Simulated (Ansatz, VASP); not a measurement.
One calculation of GeB2C3, two programs

File INCAR:

```
  ALGO = Normal
  EDIFF = 1E-7
  EDIFFG = -0.01
  ENCUT = 600
  GGA = PE
  IBRION = 2
  ISIF = 3
  ISMEAR = 0
  LASPH = T
  LCHARG = F
  LREAL = F
  LWAVE = F
  NELM = 100
  NSW = 100
  PREC = Accurate
  SIGMA = 0.1
```

File KPOINTS:

```
k-points
0
Gamma
  12 12 10
```

The input POSCAR:

```
GeB2C3
1.0
    3.7721907549      0.0000000000      0.0000000000
   -1.8860953774      3.2668130216      0.0000000000
    0.0000000000      0.0000000000      3.7899582536
Ge B C
1 2 3
Direct
    0.0000000000      0.0000000000      0.0000000000
    0.3333333333      0.6666666667      0.5000000000
    0.6666666667      0.3333333333      0.5000000000
    0.0000000000      0.0000000000      0.5000000000
    0.3333333333      0.6666666667      0.0000000000
    0.6666666667      0.3333333333      0.0000000000
```

Input for Ansatz:

```yaml
crystal:
  lattice:
    - [3.7721907549, 0.0, 0.0]
    - [-1.8860953774, 3.2668130216, 0.0]
    - [0.0, 0.0, 3.7899582536]
  atoms:
    - { symbol: Ge, position: [0.0, 0.0, 0.0] }
    - { symbol: B, position: [0.3333333333, 0.6666666667, 0.5] }
    - { symbol: B, position: [0.6666666667, 0.3333333333, 0.5] }
    - { symbol: C, position: [0.0, 0.0, 0.5] }
    - { symbol: C, position: [0.3333333333, 0.6666666667, 0.0] }
    - { symbol: C, position: [0.6666666667, 0.3333333333, 0.0] }
basis:
  ecutwfc: 420
kpoints:
  mp_grid: { grid: [12, 12, 10] }
hamiltonian:
  xc: pbe
scf:
  occupations: { method: gaussian, width: 0.1 }
output:
  forces: true
  stress: true
  eigenvalues: true
  write_density: true
  write_potential: true
  elf: true
  volumetric_format: npy
relax:
  adjacent_minimum: "off"
  f_tol: 0.01
  max_steps: 80
  cell: { stress_tol: 0.05 }
```

Alike in both runs: task relaxation of cell and atoms; functional PBE; k mesh 12 × 12 × 10; occupations gaussian, width 0.1 eV; no spin polarisation.

|  | VASP | Ansatz |
| --- | --- | --- |
| version | VASP 6.6.1 | Ansatz 0.2.0 |
| potentials or method | VASP PAW PBE potentials, release 64 (Ge_d, B, C), cutoff 600 eV | scalar-relativistic, plane waves, PAW |
| valence electrons in the cell | 32 | 32 |

Ansatz gave:

| Item | Value |
| --- | --- |
| gap on the k mesh at the Fermi level, each at its own relaxed structure (eV) | none |
| relaxed volume (Å³/atom) | 7.76 |
| relaxed cell length with the largest relative difference (Å) | 3.781 |

Task: Estimate VASP's values.

Result: gap on the k mesh at the Fermi level, each at its own relaxed structure (eV): none; relaxed volume (Å³/atom): 7.76; relaxed cell length with the largest relative difference (Å): 3.779.

A gap of «none» marks a metal or a gap that the smearing closes.

Noted on VASP's run: too few bands were computed for a metal, which touches its energy and stress.
